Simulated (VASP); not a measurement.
Co:

```
CELL_PARAMETERS angstrom
2.45756 0.00000 0.00000
-1.22878 2.12831 0.00000
0.00000 0.00000 3.96636
ATOMIC_POSITIONS crystal
Co 0.33333 0.66667 0.75000
Co 0.66667 0.33333 0.25000
```

Base run:

```yaml
Program: VASP 6.6.1
Functional: PBEsol
Potentials_or_basis: VASP PAW PBE potentials, release 64 (Co)
Cutoff: 520 eV
k_mesh: 20 × 20 × 10
Occupations: gaussian, width 0.05 eV
Spin: collinear spin, ferromagnetic start
Starting_moments: "[1.5, 1.5] μB"
```

Its results: pressure -0.9 GPa.

Problem. The run is repeated on the same cell with these changes: spin from collinear spin, ferromagnetic start to no spin polarisation; further incar settings from ALGO = Normal; EDIFF = 1e-06; NBANDS = 20 to ALGO = Normal; EDIFF = 1e-06; NBANDS = 16. What comes out?

Solution. Pressure -12.6 GPa.

Caveats: the PAW data sets were made with another functional, which shifts forces and pressure a little.
